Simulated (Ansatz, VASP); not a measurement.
**One calculation of H2Se, two programs**

```
H Se
1.0
     2.66216    0.00000    0.00000
    -1.33108    2.30550    0.00000
     0.00000    0.00000    6.23911
H Se
2 1
Cartesian
  0.0000 1.5370 3.1196
  1.3311 0.7685 3.1196
  0.0000 0.0000 0.0000
```

Alike in both runs: task relaxation of cell and atoms; functional PBE; k mesh 18 × 18 × 8; occupations gaussian, width 0.1 eV; no spin polarisation.

|  | VASP | Ansatz |
| --- | --- | --- |
| version | VASP 6.6.1 | Ansatz 0.2.0 |
| potentials or method | VASP PAW PBE potentials, release 64 (H, Se), cutoff 600 eV | scalar-relativistic, plane waves, PAW |
| valence electrons in the cell | 8 | 18 |

VASP gave:

| Quantity | Value |
| --- | --- |
| gap on the k mesh at the Fermi level, each at its own relaxed structure (eV) | none |
| relaxed volume (Å³/atom) | 14.07 |
| relaxed cell length with the largest relative difference (Å) | 6.985 |

Q: Estimate Ansatz's values.

A: gap on the k mesh at the Fermi level, each at its own relaxed structure (eV): none; relaxed volume (Å³/atom): 14.51; relaxed cell length with the largest relative difference (Å): 7.204.

A gap of «none» marks a metal or a gap that the smearing closes. VASP's potentials hold 8 valence electrons a cell and Ansatz's 18, so a difference there can come from the potentials and not from the codes.
